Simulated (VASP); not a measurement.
# Zn (Fm-3m) in VASP: a series of runs

Runs on Zn. Level: PBE. Tasks: single point.

Everything below comes from runs of VASP 6.6.1. Logs are shortened: lines on timing, memory, paths and dates and some standing lists are left out, and cuts for length are marked.

## Step 1: The cell of the first run

Symmetry: Fm-3m, No. 225, cubic system. Conventional cell: a = 3.767 Å, b = 3.767 Å, c = 3.767 Å, α = 90.00°, β = 90.00°, γ = 90.00°. Within 3.5 Å of Zn (site symmetry m-3m) lie 12 Zn at 2.66 Å.

## Step 2: Single point, PBE (volume scaled by 0.88)

INCAR reads:

```
  ALGO = Normal
  EDIFF = 1E-6
  ENCUT = 520
  GGA = PE
  ISIF = 2
  ISMEAR = -1
  LASPH = T
  LCHARG = F
  LREAL = F
  LWAVE = F
  NBANDS = 12
  NELM = 80
  PREC = Accurate
  SIGMA = 0.1
```

KPOINTS reads:

```
k-points
0
Gamma
  15 15 15
```

POSCAR reads:

```
Zn
1.0
    0.0000000000      1.8836916038      1.8836916038
    1.8836916038      0.0000000000      1.8836916038
    1.8836916038      1.8836916038      0.0000000000
Zn
1
Direct
    0.0000000000      0.0000000000      0.0000000000
```

Potentials or basis: VASP PAW PBE potentials, release 64 (Zn).

Started as:

```sh
cat potpaw_PBE.64/Zn/POTCAR > POTCAR
mpirun -np 1 vasp_std > vasp.out
```

OUTCAR:

```text
EDIFF = 1E-6
   ENCUT = 520
   GGA = PE
   ISIF = 2
   ISMEAR = -1
   LASPH = T
   LREAL = F
   NELM = 80
   PREC = Accurate

 ion  position               nearest neighbor table
   1  0.000  0.000  0.000-

  LATTYP: Found a face centered cubic cell.
 ALAT       =     3.7673832076

  Lattice vectors:

 A1 = (   0.0000000000,   1.8836916038,   1.8836916038)
 A2 = (   1.8836916038,   0.0000000000,   1.8836916038)
 A3 = (   1.8836916038,   1.8836916038,   0.0000000000)

Analysis of symmetry for initial positions (statically):
=====================================================================
 Subroutine PRICEL returns:
 Original cell was already a primitive cell.

 Routine SETGRP: Setting up the symmetry group for a
 face centered cubic supercell.

 Subroutine GETGRP returns: Found 48 space group operations
 (whereof 48 operations were pure point group operations)
 out of a pool of 48 trial point group operations.

The static configuration has the point symmetry O_h .

Analysis of symmetry for dynamics (positions and initial velocities):
=====================================================================
 Subroutine PRICEL returns:
 Original cell was already a primitive cell.

 Routine SETGRP: Setting up the symmetry group for a
 face centered cubic supercell.

 Subroutine GETGRP returns: Found 48 space group operations
 (whereof 48 operations were pure point group operations)
 out of a pool of 48 trial point group operations.

The dynamic configuration has the point symmetry O_h .

 Subroutine INISYM returns: Found 48 space group operations
 (whereof 48 operations are pure point group operations),
 and found     1 'primitive' translations

----------------------------------------------------------------------------------------

                                     Primitive cell

  volume of cell :      13.3678

  direct lattice vectors                    reciprocal lattice vectors
     0.000000000  1.883691604  1.883691604    -0.265436231  0.265436231  0.265436231
     1.883691604  0.000000000  1.883691604     0.265436231 -0.265436231  0.265436231
     1.883691604  1.883691604  0.000000000     0.265436231  0.265436231 -0.265436231

  length of vectors
     2.663942213  2.663942213  2.663942213     0.459749039  0.459749039  0.459749039

  position of ions in fractional coordinates (direct lattice)
     0.000000000  0.000000000  0.000000000

  ion indices of the primitive-cell ions
   primitive index   ion index
                 1           1

----------------------------------------------------------------------------------------

 KPOINTS: k-points

Automatic generation of k-mesh.
 Grid dimensions read from file:
 generate k-points for:   15   15   15

 Generating k-lattice:

  Cartesian coordinates                     Fractional coordinates (reciprocal lattice)
    -0.017695749  0.017695749  0.017695749     0.066666667  0.000000000  0.000000000
     0.017695749 -0.017695749  0.017695749     0.000000000  0.066666667  0.000000000
     0.017695749  0.017695749 -0.017695749     0.000000000  0.000000000  0.066666667

  Length of vectors
     0.030649936  0.030649936  0.030649936

  Shift w.r.t. Gamma in fractional coordinates (k-lattice)
     0.000000000  0.000000000  0.000000000

 Subroutine IBZKPT returns following result:
 ===========================================

 Found    120 irreducible k-points:

 Following reciprocal coordinates:
            Coordinates               Weight
  0.000000  0.000000  0.000000      1.000000
  0.066667  0.000000  0.000000      8.000000
  0.133333  0.000000  0.000000      8.000000
  0.200000  0.000000  0.000000      8.000000
  0.266667  0.000000  0.000000      8.000000
  0.333333  0.000000  0.000000      8.000000
[... 16 lines left out ...]
  0.133333  0.133333  0.000000      6.000000
  0.200000  0.133333  0.000000     24.000000
 [... further k-points ...]
   k-points           NKPTS =    120   k-points in BZ     NKDIM =    120   number of bands    NBANDS=     12
   number of dos      NEDOS =    301   number of ions     NIONS =      1
   total plane-waves  NPLWV =   8000
   dimension x,y,z NGX =    20 NGY =   20 NGZ =   20
   dimension x,y,z NGXF=    40 NGYF=   40 NGZF=   40
   ions per type =               1
   NGX,Y,Z   is equivalent  to a cutoff of  12.48, 12.48, 12.48 a.u.
   NGXF,Y,Z  is equivalent  to a cutoff of  24.96, 24.96, 24.96 a.u.
 SYSTEM =  unknown system
   PREC   = accura    normal or accurate (medium, high low for compatibility)
   ISTART =      0    job   : 0-new  1-cont  2-samecut
   ICHARG =      2    charge: 1-file 2-atom 10-const
   ISPIN  =      1    spin polarized calculation?
   LNONCOLLINEAR =      F non collinear calculations
   LSORBIT =      F    spin-orbit coupling
   LASPH  =      T    aspherical Exc in radial PAW
   ENCUT  =  520.0 eV  38.22 Ry    6.18 a.u.   4.95  4.95  4.95*2*pi/ulx,y,z
   NELM   =     80;   NELMIN=  2; NELMDL= -5     # of ELM steps
   EDIFF  = 0.1E-05   stopping-criterion for ELM
   LREAL  =      F    real-space projection
   EDIFFG = 0.1E-04   stopping-criterion for IOM
   NSW    =      0    number of steps for IOM
   IBRION =     -1    ionic relax: 0-MD 1-quasi-New 2-CG
   NFREE  =      0    steps in history (QN), initial steepest desc. (CG)
   ISIF   =      2    stress and relaxation
   ISYM   =      2    0-nonsym 1-usesym 2-fastsym
   POTIM  = 0.5000    time-step for ionic-motion
   TEBEG  =    0.0;   TEEND  =   0.0 temperature during run
   PSTRESS=    0.0 pullay stress
   NELECT =      12.0000    total number of electrons
   NUPDOWN=      -1.0000    fix difference up-down
   EMIN   =  10.00;   EMAX   =-10.00  energy-range for DOS
   EFERMI =   0.00;   METHOD = LEGACY
   ISMEAR =    -1;   SIGMA  =   0.10  broadening in eV -4-tet -1-fermi 0-gaus
   EFERMI_NEDOS =   21; number of points for ismear=-14 and -15
   IALGO  =     38    algorithm
   IMIX   =      4    mixing-type and parameters
     AMIX     =   0.40;   BMIX     =  1.00
     AMIX_MAG =   1.60;   BMIX_MAG =  1.00
  volume/ion in A,a.u.               =      13.37        90.21
  Fermi-wavevector in a.u.,A,eV,Ry     =   1.579242  2.984335 33.933017  2.494006
  Thomas-Fermi vector in A             =   2.679651
   LORBIT       =      0    0 simple, 1 ext, 2 COOP (PROOUT), +10 PAW based schemes
   GGA     = PE    functional components
   LHFCALC =     F    Hartree Fock is set to
   AEXX    =    0.0000 exact exchange contribution
   IVDW    =     0    specifies the selected vdW correction
   LEPSILON=     F    determine dielectric tensor
   LRPA    =     F    only Hartree local field effects (RPA)
 non-spin polarized calculation
  energy-cutoff  :      520.00
  volume of cell :       13.37
 maximum number of plane-waves:       370
   NGX =  9   NGY =  9   NGZ =  9

 number of electron      12.0000004 magnetization

 Free energy of the ion-electron system (eV)
  ---------------------------------------------------
  ext. energy  EPLUGINS =         0.00000000
  ---------------------------------------------------
  free energy    TOTEN  =        -1.02572032 eV

  energy without entropy =       -1.01657898  energy(sigma->0) =       -1.02114965

 E-fermi :   4.0865     XC(G=0): -12.2563

 val. band max:        4.0536663049   @ k =  -0.4000   0.2667   0.0667
 cond. band min:       4.1210670615   @ k =  -0.3333   0.4000   0.2000
 fundamental gap:      0.0674007566
 Fermi energy:         4.0865415370

 k-point     1 :       0.0000    0.0000    0.0000
  band No.  band energies     occupation
      1      -7.3740      2.00000
      2      -3.9502      2.00000
      3      -3.9502      2.00000
      4      -3.9502      2.00000
      5      -3.4688      2.00000
      6      -3.4688      2.00000
      7      23.9020      0.00000
      8      24.1379      0.00000
      9      24.1379      0.00000
     10      24.1379      0.00000
     11      26.7539      0.00000
     12      26.7539      0.00000

 k-point     2 :       0.0667    0.0000    0.0000
  band No.  band energies     occupation
      1      -7.2273      2.00000
      2      -3.9652      2.00000
      3      -3.9312      2.00000
      4      -3.9311      2.00000
      5      -3.4746      2.00000
      6      -3.4746      2.00000
      7      21.4273      0.00000
      8      23.6266      0.00000
      9      23.6266      0.00000
     10      23.9263      0.00000
     11      27.5184      0.00000
     12      27.5184      0.00000

 k-point     3 :       0.1333    0.0000    0.0000
  band No.  band energies     occupation
      1      -6.7971      2.00000
      2      -3.9970      2.00000
      3      -3.8857      2.00000
      4      -3.8857      2.00000
      5      -3.4818      2.00000
      6      -3.4818      2.00000
      7      17.8902      0.00000
      8      22.7827      0.00000
      9      22.7827      0.00000
     10      23.7854      0.00000
     11      29.1191      0.00000
     12      29.1191      0.00000

 k-point     4 :       0.2000    0.0000    0.0000
  band No.  band energies     occupation
      1      -6.1287      2.00000
      2      -3.9907      2.00000
      3      -3.8499      2.00000
      4      -3.8499      2.00000
      5      -3.4590      2.00000
      6      -3.4590      2.00000
      7      14.4677      0.00000
      8      22.0451      0.00000
      9      22.0451      0.00000
     10      23.5383      0.00000
     11      28.9854      0.00000
     12      28.9854      0.00000

 k-point     5 :       0.2667    0.0000    0.0000
  band No.  band energies     occupation
      1      -5.4000      2.00000
      2      -3.8569      2.00000
      3      -3.8569      2.00000
      4      -3.7572      2.00000
      5      -3.3816      2.00000
      6      -3.3816      2.00000
      7      11.2503      0.00000
      8      21.4921      0.00000
      9      21.4921      0.00000
     10      23.2022      0.00000
     11      27.2944      0.00000
     12      27.2945      0.00000
[... 228 lines left out ...]
      1      -6.4724      2.00000
      2      -4.0372      2.00000
      3      -3.8512      2.00000
      4      -3.8433      2.00000
      5      -3.5354      2.00000
      6      -3.4196      2.00000
      7      16.8329      0.00000
      8      19.5309      0.00000
      9      24.3946      0.00000
     10      24.6772      0.00000
     11      27.8874      0.00000
     12      28.0789      0.00000

 k-point    22 :      -0.0667    0.0667    0.0000
  band No.  band energies     occupation
      1      -6.9859      2.00000
      2      -3.9963      2.00000
      3      -3.9046      2.00000
      4      -3.8910      2.00000
      5      -3.5068      2.00000
      6      -3.4557      2.00000
      7      20.1571      0.00000
      8      20.5854      0.00000
      9      24.4470      0.00000
     10      24.5848      0.00000
     11      27.0258      0.00000
     12      28.3438      0.00000

 k-point    23 :       0.1333    0.1333    0.0000
  band No.  band energies     occupation
      1      -6.6063      2.00000
      2      -4.0812      2.00000
      3      -3.8208      2.00000
      4      -3.8208      2.00000
      5      -3.5743      2.00000
      6      -3.4135      2.00000
      7      20.0344      0.00000
      8      20.0344      0.00000
      9      21.0625      0.00000
     10      22.2835      0.00000
     11      25.7351      0.00000
     12      31.2110      0.00000

 k-point    24 :       0.2000    0.1333    0.0000
  band No.  band energies     occupation
      1      -6.1105      2.00000
      2      -4.1411      2.00000
      3      -3.7749      2.00000
      4      -3.7596      2.00000
      5      -3.5675      2.00000
      6      -3.3812      2.00000
      7      17.1026      0.00000
      8      19.0388      0.00000
      9      20.9377      0.00000
     10      23.0318      0.00000
     11      23.5413      0.00000
     12      31.2349      0.00000

 [... further k-points ...]

------------------------ aborting loop because EDIFF is reached ----------------------------------------

  FORCE on cell =-STRESS in cart. coord.  units (eV):
  Direction    XX          YY          ZZ          XY          YZ          ZX
  --------------------------------------------------------------------------------------
  -------------------------------------------------------------------------------------
  Total        1.0457346      1.0457346      1.0457346      0.0000000      0.0000000     -0.0000000
  in kB      125.3350872    125.3350872    125.3350872      0.0000000      0.0000000     -0.0000000
  external PRESSURE =     125.3350872 kB  Pullay stress =       0.0000000 kB

 VOLUME and BASIS-vectors are now :
 -----------------------------------------------------------------------------
  energy-cutoff  :      520.00
  volume of cell :       13.37
      direct lattice vectors                 reciprocal lattice vectors
     0.000000000  1.883691604  1.883691604    -0.265436231  0.265436231  0.265436231
     1.883691604  0.000000000  1.883691604     0.265436231 -0.265436231  0.265436231
     1.883691604  1.883691604  0.000000000     0.265436231  0.265436231 -0.265436231

 POSITION                                       TOTAL-FORCE (eV/Angst)
 -----------------------------------------------------------------------------------
      0.00000      0.00000      0.00000         0.000000     -0.000000      0.000000
 -----------------------------------------------------------------------------------
    total drift:                                0.000000      0.000000      0.000000

  FREE ENERGIE OF THE ION-ELECTRON SYSTEM (eV)
  ---------------------------------------------------
  free  energy   TOTEN  =        -1.0257203211 eV

  energy  without entropy=       -1.0165789780  energy(sigma->0) =       -1.02114965
```

Wall time 14 s (1 thread of Intel Xeon Platinum 8559C (Emerald Rapids), shared host); peak memory 0.13 GiB.

What came out:

| Item | Value |
| --- | --- |
| Free energy | -1.0257 eV |
| Pressure | 12.5 GPa |
| Band gap on the k mesh | zero (band 6 reaches 6.02 eV, above the bottom of band 7 at 3.03 eV) |

## Step 3: Single point, PBE (volume scaled by 0.92)

INCAR reads:

```
SYSTEM = Zn
PREC = Accurate
ENCUT = 520
EDIFF = 1E-6
ISMEAR = -1
SIGMA = 0.1
LREAL = .False.
LASPH = .True.
NELM = 80
ALGO = Normal
ISIF = 2
LWAVE = .False.
LCHARG = .True.
GGA = PE
LELF = .True.
LVHAR = .True.
NBANDS = 12
```

KPOINTS reads:

```
Automatic mesh
0
Gamma
  15 15 15
  0 0 0
```

POSCAR reads:

```
Zn
1.0
    0.0000000000      1.9118105494      1.9118105494
    1.9118105494      0.0000000000      1.9118105494
    1.9118105494      1.9118105494      0.0000000000
Zn
1
Direct
    0.0000000000      0.0000000000      0.0000000000
```

Potentials or basis: VASP PAW PBE potentials, release 64 (Zn).

Started as:

```sh
cat potpaw_PBE.64/Zn/POTCAR > POTCAR
mpirun -np 1 vasp_std > vasp.out
```

It took 10 s on 1 thread of Intel Xeon Platinum 8559C (Emerald Rapids), shared host; peak memory 0.13 GiB.

Results (log left out):

```yaml
Free_energy: -1.0630 eV
Pressure: 7.4 GPa
Band_gap_on_the_k_mesh: zero (band 6 reaches 5.61 eV, above the bottom of band 7 at 2.59 eV)
```

Levels at points of the mesh, in eV from the Fermi level:
```tsv
k point	band 4	band 5	band 6	band 7	band 8	band 9
(0.00, 0.00, 0.00)	-7.87	-7.42	-7.42	19.43	19.43	19.43
```

[end of part 1 of 2]
